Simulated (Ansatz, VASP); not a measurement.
# Ga2O3: VASP beside Ansatz

The input POSCAR:

```
Ga2O3
1.0
    6.0665631599     -1.5043352706      0.0025325578
    6.0665631599      1.5043352706      0.0025325578
   -1.3745014133      0.0000000000      5.6399772456
Ga O
4 6
Direct
    0.0905209738      0.0905209738      0.7947888382
    0.9094790262      0.9094790262      0.2052111618
    0.6587278752      0.6587278752      0.3144766576
    0.3412721248      0.3412721248      0.6855233424
    0.1642143310      0.1642143310      0.1091577328
    0.8357856690      0.8357856690      0.8908422672
    0.1733419983      0.1733419983      0.5635248269
    0.8266580017      0.8266580017      0.4364751731
    0.4962851429      0.4962851429      0.2562373610
    0.5037148571      0.5037148571      0.7437626390
```

INCAR.step1

```
PREC = Accurate
ENCUT = 520
ISMEAR = 0
SIGMA = 0.05
LREAL = F
LASPH = T
NELM = 60
NBANDS = 55
GGA = PE
ALGO = Normal
EDIFF = 1E-4
LWAVE = T
LCHARG = F
```

Contents of INCAR.step2:

```
PREC = Accurate
ENCUT = 520
EDIFF = 1E-6
ISMEAR = 0
SIGMA = 0.05
LREAL = F
LASPH = T
NELM = 60
ALGO = Normal
ISIF = 2
LWAVE = F
LCHARG = F
METAGGA = R2SCAN
LMIXTAU = T
NBANDS = 55
ISTART = 1
```

KPOINTS

```
Automatic mesh
0
Gamma
  8 8 4
```

Input for Ansatz:

```yaml
crystal:
  lattice:
    - [6.0665631599, -1.5043352706, 0.0025325578]
    - [6.0665631599, 1.5043352706, 0.0025325578]
    - [-1.3745014133, 0.0, 5.6399772456]
  atoms:
    - { symbol: Ga, position: [0.0905209738, 0.0905209738, 0.7947888382] }
    - { symbol: Ga, position: [0.9094790262, 0.9094790262, 0.2052111618] }
    - { symbol: Ga, position: [0.6587278752, 0.6587278752, 0.3144766576] }
    - { symbol: Ga, position: [0.3412721248, 0.3412721248, 0.6855233424] }
    - { symbol: O, position: [0.164214331, 0.164214331, 0.1091577328] }
    - { symbol: O, position: [0.835785669, 0.835785669, 0.8908422672] }
    - { symbol: O, position: [0.1733419983, 0.1733419983, 0.5635248269] }
    - { symbol: O, position: [0.8266580017, 0.8266580017, 0.4364751731] }
    - { symbol: O, position: [0.4962851429, 0.4962851429, 0.256237361] }
    - { symbol: O, position: [0.5037148571, 0.5037148571, 0.743762639] }
basis:
  ecutwfc: 500
kpoints:
  mp_grid: { grid: [8, 8, 4] }
hamiltonian:
  xc: r2scan
scf:
  occupations: { method: gaussian, width: 0.05 }
output:
  forces: true
  stress: true
  eigenvalues: true
```

Change from the starting cell: strain -0.0100 x Voigt [1, 1, 0, 0, 0, 0], atoms carried along.

Alike in both runs: task single point; functional r2SCAN; k mesh 8 × 8 × 4; occupations gaussian, width 0.05 eV; no spin polarisation.

|  | VASP | Ansatz |
| --- | --- | --- |
| version | VASP 6.6.1 | Ansatz 0.2.0 |
| potentials or method | VASP PAW PBE potentials, release 64 (Ga_d, O), cutoff 520 eV | scalar-relativistic, plane waves, PAW |
| valence electrons in the cell | 88 | 88 |

```tsv
	VASP	Ansatz	Ansatz less VASP
gap on the k mesh at the Fermi level (eV)	3.19	3.21	+0.021
least direct gap on the mesh (eV)	3.27	3.28	+0.018
pressure (GPa)	6.5	4.5	-1.97
traceless stress, the component that is largest in VASP (GPa)	-2.56	-2.46	+0.092
rms of the force components (eV/Å)	0.113	0.091	-0.0220
```

VASP's potentials were made for PBE, not for r2SCAN. Atom by atom the forces differ by 0.036 eV/Å (rms over components).
